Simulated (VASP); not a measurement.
# MgS (gw) (I-4m2) in VASP: notebook, part 2 of 2

VASP 6.6.1.

**3. Single point, PBEsol**

INCAR

```
SYSTEM = MgS
PREC = Accurate ; ENCUT = 600
EDIFF = 1E-6 ; ISMEAR = 0
SIGMA = 0.01 ; LREAL = .False.
LASPH = .True. ; NELM = 120
ALGO = Normal ; ISIF = 2
LWAVE = .False. ; LCHARG = .False.
GGA = PS ; NBANDS = 11
GGA_COMPAT = .False.
```

KPOINTS

```
regular mesh
0
Gamma
  4 4 4
  0 0 0
```

POSCAR

```
MgS
1.0
    0.0000000000      2.8539585523      2.7840127468
    2.8539585523      0.0000000000      2.7840127468
    2.8539585523      2.8539585523      0.0000000000
Mg S
1 1
Direct
    0.0000000000      0.0000000000      0.0000000000
    0.2500000000      0.2500000000      0.2500000000
```

Potentials or basis: VASP PAW PBE potentials, release 64 (Mg, S).

The run is started by

```sh
$ cat potpaw_PBE.64/Mg/POTCAR potpaw_PBE.64/S/POTCAR > POTCAR
$ mpirun -np 1 vasp_std > vasp.out
```

OUTCAR:

```text
SYSTEM = MgS
   PREC = Accurate
   ENCUT = 600
   EDIFF = 1E-6
   ISMEAR = 0
   LREAL = .False.
   LASPH = .True.
   NELM = 120
   ISIF = 2
   GGA = PS

 ion  position               nearest neighbor table
   1  0.000  0.000  0.000-   2 2.45   2 2.45   2 2.45   2 2.45
   2  0.250  0.250  0.250-   1 2.45   1 2.45   1 2.45   1 2.45

  LATTYP: Found a body centered tetragonal cell.
 ALAT       =     4.0361068911
 C/A-ratio  =     1.3795535262

  Lattice vectors:

 A1 = (   0.0000000000,  -2.8539585523,  -2.7840127468)
 A2 = (   0.0000000000,   2.8539585523,  -2.7840127468)
 A3 = (   2.8539585523,   0.0000000000,   2.7840127468)

Analysis of symmetry for initial positions (statically):
=====================================================================
 Subroutine PRICEL returns:
 Original cell was already a primitive cell.

 Routine SETGRP: Setting up the symmetry group for a
 body centered tetragonal supercell.

 Subroutine GETGRP returns: Found  8 space group operations
 (whereof  8 operations were pure point group operations)
 out of a pool of 16 trial point group operations.

The static configuration has the point symmetry D_2d.

Analysis of symmetry for dynamics (positions and initial velocities):
=====================================================================
 Subroutine PRICEL returns:
 Original cell was already a primitive cell.

 Routine SETGRP: Setting up the symmetry group for a
 body centered tetragonal supercell.

 Subroutine GETGRP returns: Found  8 space group operations
 (whereof  8 operations were pure point group operations)
 out of a pool of 16 trial point group operations.

The dynamic configuration has the point symmetry D_2d.

 Subroutine INISYM returns: Found  8 space group operations
 (whereof  8 operations are pure point group operations),
 and found     1 'primitive' translations

----------------------------------------------------------------------------------------

                                     Primitive cell

  volume of cell :      45.3520

  direct lattice vectors                    reciprocal lattice vectors
     0.000000000  2.853958552  2.784012747    -0.175195256  0.175195256  0.179596879
     2.853958552  0.000000000  2.784012747     0.175195256 -0.175195256  0.179596879
     2.853958552  2.853958552  0.000000000     0.175195256  0.175195256 -0.179596879

  length of vectors
     3.986954526  3.986954526  4.036106891     0.306009468  0.306009468  0.306009468

  position of ions in fractional coordinates (direct lattice)
     0.000000000  0.000000000  0.000000000
     0.250000000  0.250000000  0.250000000

  ion indices of the primitive-cell ions
   primitive index   ion index
                 1           1
                 2           2

----------------------------------------------------------------------------------------

 KPOINTS: regular mesh

Automatic generation of k-mesh.
 Grid dimensions read from file:
 generate k-points for:    4    4    4

 Generating k-lattice:

  Cartesian coordinates                     Fractional coordinates (reciprocal lattice)
    -0.043798814  0.043798814  0.044899220     0.250000000 -0.000000000  0.000000000
     0.043798814 -0.043798814  0.044899220    -0.000000000  0.250000000  0.000000000
[... 27 lines left out ...]
 -0.250000  0.250000  0.500000      2.000000
   k-points           NKPTS =     13   k-points in BZ     NKDIM =     13   number of bands    NBANDS=     11
   number of dos      NEDOS =    301   number of ions     NIONS =      2
   total plane-waves  NPLWV =  32768
   dimension x,y,z NGX =    32 NGY =   32 NGZ =   32
   dimension x,y,z NGXF=    64 NGYF=   64 NGZF=   64
   ions per type =               1   1
   NGX,Y,Z   is equivalent  to a cutoff of  13.34, 13.34, 13.18 a.u.
   NGXF,Y,Z  is equivalent  to a cutoff of  26.69, 26.69, 26.36 a.u.
 SYSTEM =  MgS
   PREC   = accura    normal or accurate (medium, high low for compatibility)
   ISTART =      0    job   : 0-new  1-cont  2-samecut
   ICHARG =      2    charge: 1-file 2-atom 10-const
   ISPIN  =      1    spin polarized calculation?
   LNONCOLLINEAR =      F non collinear calculations
   LSORBIT =      F    spin-orbit coupling
   LASPH  =      T    aspherical Exc in radial PAW
   ENCUT  =  600.0 eV  44.10 Ry    6.64 a.u.   7.96  7.96  8.06*2*pi/ulx,y,z
   NELM   =    120;   NELMIN=  2; NELMDL= -5     # of ELM steps
   EDIFF  = 0.1E-05   stopping-criterion for ELM
   LREAL  =      F    real-space projection
   EDIFFG = 0.1E-04   stopping-criterion for IOM
   NSW    =      0    number of steps for IOM
   IBRION =     -1    ionic relax: 0-MD 1-quasi-New 2-CG
   NFREE  =      0    steps in history (QN), initial steepest desc. (CG)
   ISIF   =      2    stress and relaxation
   ISYM   =      2    0-nonsym 1-usesym 2-fastsym
   POTIM  = 0.5000    time-step for ionic-motion
   TEBEG  =    0.0;   TEEND  =   0.0 temperature during run
   PSTRESS=    0.0 pullay stress
   NELECT =       8.0000    total number of electrons
   NUPDOWN=      -1.0000    fix difference up-down
   EMIN   =  10.00;   EMAX   =-10.00  energy-range for DOS
   EFERMI =   0.00;   METHOD = LEGACY
   ISMEAR =     0;   SIGMA  =   0.01  broadening in eV -4-tet -1-fermi 0-gaus
   EFERMI_NEDOS =   21; number of points for ismear=-14 and -15
   IALGO  =     38    algorithm
   IMIX   =      4    mixing-type and parameters
     AMIX     =   0.40;   BMIX     =  1.00
     AMIX_MAG =   1.60;   BMIX_MAG =  1.00
  volume/ion in A,a.u.               =      22.68       153.03
  Fermi-wavevector in a.u.,A,eV,Ry     =   0.918134  1.735021 11.469299  0.842970
  Thomas-Fermi vector in A             =   2.043181
   LORBIT       =      0    0 simple, 1 ext, 2 COOP (PROOUT), +10 PAW based schemes
   GGA     = PS    functional components
   LHFCALC =     F    Hartree Fock is set to
   AEXX    =    0.0000 exact exchange contribution
   IVDW    =     0    specifies the selected vdW correction
   LEPSILON=     F    determine dielectric tensor
   LRPA    =     F    only Hartree local field effects (RPA)
 non-spin polarized calculation
 Gauss-broadening in eV      SIGMA  =   0.01
  energy-cutoff  :      600.00
  volume of cell :       45.35
 maximum number of plane-waves:      1532
   NGX = 15   NGY = 15   NGZ = 17

 number of electron       8.0000000 magnetization

 Free energy of the ion-electron system (eV)
  ---------------------------------------------------
  ext. energy  EPLUGINS =         0.00000000
  ---------------------------------------------------
  free energy    TOTEN  =        -8.90076416 eV

  energy without entropy =       -8.90076416  energy(sigma->0) =       -8.90076416

 E-fermi :   1.1263     XC(G=0):  -8.5744

 val. band max:        1.0596863358   @ k =   0.0000   0.0000   0.0000
 cond. band min:       4.3088545107   @ k =   0.0000   0.0000   0.0000
 fundamental gap:      3.2491681748
 Fermi energy:         1.1262695496

 k-point     1 :       0.0000    0.0000    0.0000
  band No.  band energies     occupation
      1     -10.2516      2.00000
      2       0.9984      2.00000
      3       0.9984      2.00000
      4       1.0597      2.00000
      5       4.3089      0.00000
      6       8.8785      0.00000
      7       8.8785      0.00000
      8       8.9015      0.00000
      9      11.5877      0.00000
     10      11.9916      0.00000
     11      14.5654      0.00000
[... 155 lines left out ...]
 k-point    13 :      -0.2500    0.2500    0.5000
  band No.  band energies     occupation
      1      -9.3339      2.00000
      2      -1.3198      2.00000
      3      -0.8586      2.00000
      4      -0.3448      2.00000
      5       6.5031      0.00000
      6       8.9620      0.00000
      7       9.1558      0.00000
      8       9.6355      0.00000
      9      13.4379      0.00000
     10      14.5320      0.00000
     11      14.6582      0.00000

------------------------ aborting loop because EDIFF is reached ----------------------------------------

  FORCE on cell =-STRESS in cart. coord.  units (eV):
  Direction    XX          YY          ZZ          XY          YZ          ZX
  --------------------------------------------------------------------------------------
  -------------------------------------------------------------------------------------
  Total       -0.1203220     -0.1203220      0.0116195      0.0000000      0.0000000      0.0000000
  in kB       -4.2506878     -4.2506878      0.4104876      0.0000000      0.0000000      0.0000000
  external PRESSURE =      -2.6969626 kB  Pullay stress =       0.0000000 kB

 VOLUME and BASIS-vectors are now :
 -----------------------------------------------------------------------------
  energy-cutoff  :      600.00
  volume of cell :       45.35
      direct lattice vectors                 reciprocal lattice vectors
     0.000000000  2.853958552  2.784012747    -0.175195256  0.175195256  0.179596879
     2.853958552  0.000000000  2.784012747     0.175195256 -0.175195256  0.179596879
     2.853958552  2.853958552  0.000000000     0.175195256  0.175195256 -0.179596879

 POSITION                                       TOTAL-FORCE (eV/Angst)
 -----------------------------------------------------------------------------------
      0.00000      0.00000      0.00000         0.000000      0.000000      0.000000
      1.42698      1.42698      1.39201        -0.000000     -0.000000     -0.000000
 -----------------------------------------------------------------------------------
    total drift:                               -0.000000     -0.000000      0.000000

  FREE ENERGIE OF THE ION-ELECTRON SYSTEM (eV)
  ---------------------------------------------------
  free  energy   TOTEN  =        -8.9007641566 eV

  energy  without entropy=       -8.9007641566  energy(sigma->0) =       -8.90076416
```

OSZICAR:

```text
N       E                     dE             d eps       ncg     rms          rms(c)
DAV:   1     0.244532503841E+02    0.24453E+02   -0.37697E+03   294   0.663E+02
DAV:   2    -0.740814365290E+01   -0.31861E+02   -0.30987E+02   369   0.999E+01
DAV:   3    -0.937606225737E+01   -0.19679E+01   -0.19643E+01   349   0.271E+01
DAV:   4    -0.939263966414E+01   -0.16577E-01   -0.16576E-01   351   0.301E+00
DAV:   5    -0.939283781263E+01   -0.19815E-03   -0.19814E-03   373   0.329E-01    0.372E+00
DAV:   6    -0.893994003382E+01    0.45290E+00   -0.10897E+00   307   0.386E+00    0.270E+00
DAV:   7    -0.889936752503E+01    0.40573E-01   -0.23864E-01   337   0.196E+00    0.205E+00
DAV:   8    -0.890137751354E+01   -0.20100E-02   -0.15054E-02   325   0.744E-01    0.102E+00
DAV:   9    -0.890067172905E+01    0.70578E-03   -0.18077E-03   343   0.210E-01    0.355E-01
DAV:  10    -0.890075362218E+01   -0.81893E-04   -0.25374E-04   334   0.771E-02    0.158E-02
DAV:  11    -0.890076463914E+01   -0.11017E-04   -0.10814E-05   348   0.170E-02    0.486E-02
DAV:  12    -0.890076415657E+01    0.48256E-06   -0.14274E-06   340   0.538E-03
   1 F= -.89007642E+01 E0= -.89007642E+01  d E =-.491544E-23
```

It took 5.2 s on 1 thread of AMD EPYC 9R45 (Zen 5), shared host; peak memory 0.14 GiB.

Results:

| Item | Value |
| --- | --- |
| Free energy | -8.9008 eV |
| Pressure | -0.3 GPa |
| Band gap on the k mesh | 3.25 eV, direct |

Stress tensor (GPa, compression positive):
```
-0.43  0.00  0.00
 0.00 -0.43  0.00
 0.00  0.00  0.04
```

Caveat: the k points lie up to 0.48 Å⁻¹ apart; the PAW data sets were made with another functional, which shifts forces and pressure a little. A k mesh can miss the band edges.
